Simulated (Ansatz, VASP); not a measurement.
One calculation of Au, two programs

INCAR

```
SYSTEM = Au
PREC = Accurate ; ENCUT = 520
EDIFF = 1E-6 ; ISMEAR = -1
SIGMA = 0.1 ; LREAL = .False.
LASPH = .True. ; NELM = 100
ALGO = Normal ; ISIF = 2
LWAVE = .False. ; LCHARG = .False.
GGA = CA ; NBANDS = 12
```

Contents of KPOINTS:

```
Automatic mesh
0
Gamma
  22 22 22
  0 0 0
```

The input POSCAR:

```
Au
1.0
    0.0000000000      2.1008439325      2.1008439325
    2.1008439325      0.0000000000      2.1008439325
    2.1008439325      2.1008439325      0.0000000000
Au
1
Direct
    0.0000000000      0.0000000000      0.0000000000
```

Input for Ansatz:

```yaml
crystal:
  lattice:
    - [0.0, 2.1008439325, 2.1008439325]
    - [2.1008439325, 0.0, 2.1008439325]
    - [2.1008439325, 2.1008439325, 0.0]
  atoms:
    - { symbol: Au, position: [0.0, 0.0, 0.0] }
hamiltonian:
  xc: lda
  pseudopotentials:
    kind: paw
    azcp:
      Au: "pseudopotentials/Au.paw.azcp"
basis:
  ecutwfc: 420
  fft_grid_basis: typed
kpoints:
  mp_grid: { grid: [22, 22, 22], shift: [0, 0, 0] }
magnetization:
  spin_polarized: false
scf:
  occupations: { method: fermi_dirac, width: 0.1 }
output:
  stress: true
```

Alike in both runs: task single point; functional LDA; k mesh 22 × 22 × 22; occupations fermi-dirac, width 0.1 eV; no spin polarisation.

|  | VASP | Ansatz |
| --- | --- | --- |
| version | VASP 6.6.1 | Ansatz 0.2.0 |
| potentials or method | VASP PAW LDA potentials, release 64 (Au), cutoff 520 eV | plane waves (420 eV) with PAW, scalar-relativistic |
| valence electrons in the cell | 11 | 19 |

|  | VASP | Ansatz | Ansatz less VASP |
| --- | --- | --- | --- |
| pressure (GPa) | -15.4 | -15.7 | -0.35 |

Ansatz warns that its potentials were made for another functional, while VASP's fit it. LDA's correlation is that of Perdew and Zunger in VASP and of Perdew and Wang (1992) in Ansatz. VASP's potentials hold 11 valence electrons a cell and Ansatz's 19, so a difference there can come from the potentials and not from the codes.

Spin-orbit coupling is off throughout.
